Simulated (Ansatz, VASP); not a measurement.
One calculation of Pb, two programs

File INCAR:

```
SYSTEM = Pb
PREC = Accurate ; ENCUT = 520
EDIFF = 1E-6 ; ISMEAR = 0
SIGMA = 0.15 ; LREAL = .False.
LASPH = .True. ; NELM = 60
ALGO = Fast ; ISIF = 2
LWAVE = .False. ; LCHARG = .False.
GGA = PE ; NBANDS = 13
```

File KPOINTS:

```
regular mesh
0
Gamma
  18 18 18
  0 0 0
```

Contents of POSCAR:

```
Pb
1.0
    0.0000000000      2.5036370814      2.4034915982
    2.5036370814      0.0000000000      2.4034915982
    2.5036370814      2.5036370814      0.0000000000
Pb
1
Direct
    0.0000000000      0.0000000000      0.0000000000
```

Input for Ansatz:

```yaml
crystal:
  lattice:
    - [0.0, 2.5036370814, 2.4034915982]
    - [2.5036370814, 0.0, 2.4034915982]
    - [2.5036370814, 2.5036370814, 0.0]
  atoms:
    - { symbol: Pb, position: [0.0, 0.0, 0.0] }
basis:
  ecutwfc: 420
kpoints:
  mp_grid: { grid: [18, 18, 18] }
hamiltonian:
  xc: pbe
scf:
  occupations: { method: gaussian, width: 0.15 }
output:
  forces: true
  stress: true
  eigenvalues: true
```

Alike in both runs: task single point; functional PBE; k mesh 18 × 18 × 18; occupations gaussian, width 0.15 eV; no spin polarisation.

|  | VASP | Ansatz |
| --- | --- | --- |
| version | VASP 6.6.1 | Ansatz 0.2.0 |
| potentials or method | VASP PAW PBE potentials, release 64 (Pb_d), cutoff 520 eV | scalar-relativistic, plane waves, PAW |
| valence electrons in the cell | 14 | 14 |

```tsv
	VASP	Ansatz	Ansatz less VASP
gap on the k mesh at the Fermi level (eV)	none	none	-
pressure (GPa)	2.7	2.8	+0.02
traceless stress, the component that is largest in VASP (GPa)	0.18	0.18	-0.001
```

A gap of «none» marks a metal or a gap that the smearing closes.

Spin-orbit coupling is off throughout.
